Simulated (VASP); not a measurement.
A run of VASP 6.6.1 is set up as follows.

POSCAR

```
AlN
1.0
   -0.0152594184      2.0237977183      2.0237977183
    2.0237977183     -0.0152594184      2.0237977183
    2.0237977183      2.0237977183     -0.0152594184
Al N
1 1
Direct
    0.0000000000      0.0000000000      0.0000000000
    0.5000000000      0.5000000000      0.5000000000
```

INCAR.step1

```
PREC = Accurate
ENCUT = 520
EDIFF = 1E-5
ISMEAR = 0
SIGMA = 0.01
LREAL = F
LASPH = T
NELM = 80
ALGO = Normal
ISIF = 2
LWAVE = T
LCHARG = F
GGA = PE
NBANDS = 11
```

The input INCAR.step2:

```
PREC = Accurate
ENCUT = 520
EDIFF = 1E-7
ISMEAR = 0
SIGMA = 0.01
LREAL = F
LASPH = T
NELM = 80
ALGO = Normal
ISIF = 2
LWAVE = F
LCHARG = F
GGA = PE
LHFCALC = T
HFSCREEN = 0.2079
PRECFOCK = Normal
ISTART = 1
NBANDS = 11
```

File KPOINTS:

```
regular mesh
0
Gamma
  8 8 8
```

Potentials or basis: VASP PAW PBE potentials, release 64 (Al, N).

The run is started by

```bash
$ cat potpaw_PBE.64/Al/POTCAR potpaw_PBE.64/N/POTCAR > POTCAR
$ cp INCAR.step1 INCAR
$ mpirun -np 1 vasp_std > vasp.out
$ cp INCAR.step2 INCAR
$ mpirun -np 1 vasp_std > vasp.out
```

Question: Estimate the pressure.

Answer: -6.4 GPa.

Question: What does it give for the band gap on the k mesh?

Answer: 5.70 eV (least direct gap 6.86 eV).

Stress tensor (GPa, compression positive):
```
-6.35  2.41  2.41
 2.41 -6.35  2.41
 2.41  2.41 -6.35
```

Caveat: the cell differs from its parent crystal (epitaxial 111 strain +1.0%); the cell stands under tension; the structure was generated, so it needn't be the stable form of AlN; the PAW data sets were made with another functional, which shifts forces and pressure a little. A k mesh can miss the band edges.
